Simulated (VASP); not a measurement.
## TiO2 (Anatase): single point with PBE

Crystal: TiO2 (Anatase).

```
Ti O
1.0
    -1.91700    1.91700    4.81990
     1.91700   -1.91700    4.81990
     1.91700    1.91700   -4.81990
Ti O
2 4
Direct
  0.75000 0.25000 0.50000
  0.00000 0.00000 0.00000
  0.79190 0.79190 0.00000
  0.54190 0.04190 0.50000
  0.95810 0.45810 0.50000
  0.20810 0.20810 0.00000
```

```
Program                : VASP 6.6.1
Task                   : single point
Functional             : PBE
Potentials or basis    : VASP PAW PBE potentials, release 64 (Ti_sv, O)
Cutoff                 : 520 eV
k mesh                 : 10 × 10 × 10
Occupations            : fermi-dirac, width 0.05 eV
Spin                   : no spin polarisation
Dipole correction      : no
Further INCAR settings : ALGO = Normal; EDIFF = 1e-06; NBANDS = 33
```

```yaml
Pressure: -2.5 GPa
Largest_force: 0.101 eV/Å
Band_gap_on_the_k_mesh: 2.02 eV, indirect (least direct gap 2.35 eV)
```

Forces in eV/Å, atoms in the order of the input:
```
Ti   0.000  0.000  0.000
Ti   0.000  0.000  0.000
O    0.000  0.000  0.101
O    0.000  0.000  0.101
O    0.000  0.000 -0.101
O    0.000  0.000 -0.101
```

Stress tensor (GPa, compression positive):
```
-2.74  0.00  0.00
 0.00 -2.74  0.00
 0.00  0.00 -1.91
```

Levels at points of the mesh, in eV from the valence-band top:
| k point | band 21 | band 22 | band 23 | band 24 | band 25 | band 26 | band 27 | band 28 |
| --- | --- | --- | --- | --- | --- | --- | --- | --- |
| (0.00, 0.00, 0.00) | -0.78 | -0.76 | -0.43 | -0.43 | 2.02 | 2.71 | 3.77 | 3.77 |
| (0.50, 0.00, 0.00) | -1.86 | -0.88 | -0.88 | -0.63 | 3.07 | 3.36 | 3.37 | 3.46 |
| (0.50, 0.50, 0.00) | -1.99 | -1.99 | -0.03 | -0.03 | 3.16 | 3.16 | 3.61 | 3.61 |
| (0.50, 0.50, 0.50) | -1.25 | -1.25 | -0.13 | -0.13 | 2.35 | 2.35 | 3.56 | 3.56 |

Run time: 6.3 min on 1 thread of Intel Xeon 6975P-C, on a shared host, peak memory 0.38 GiB.

A k mesh can miss the band edges.
